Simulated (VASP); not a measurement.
C, 4 atoms in the cell. The typed cell holds 4 atoms: a = 2.417 Å, b = 2.417 Å, c = 7.378 Å, α = 90.00°, β = 90.00°, γ = 123.52°.  This cell differs from its parent crystal: normal strain along x -0.0700, normal strain along y +0.0000.

| Quantity | Value |
| --- | --- |
| Program | VASP 6.6.1 |
| Task | single point |
| Functional | PBEsol |
| Potentials or basis | VASP PAW PBE potentials, release 64 (C) |
| Cutoff | 520 eV |
| k mesh | 18 × 18 × 6 |
| Occupations | gaussian, width 0.15 eV |
| Spin | no spin polarisation |
| Dipole correction | no |
| Further INCAR settings | ALGO = Normal; EDIFF = 1e-07; NBANDS = 16 |

Potentials or basis: VASP PAW PBE potentials, release 64 (C).

Command:

```sh
$ cat potpaw_PBE.64/C/POTCAR > POTCAR
$ mpirun -np 1 vasp_std > vasp.out
```

Hardware: 1 thread of Intel(R) Xeon(R) Platinum 8488C (Sapphire Rapids) (shared host).

How long does it take, and how much memory?

It took 4.1 min on 1 thread of Intel(R) Xeon(R) Platinum 8488C (Sapphire Rapids), with other jobs on the host, peak memory 0.25 GiB. Counts: scf iterations 15, k points 364.
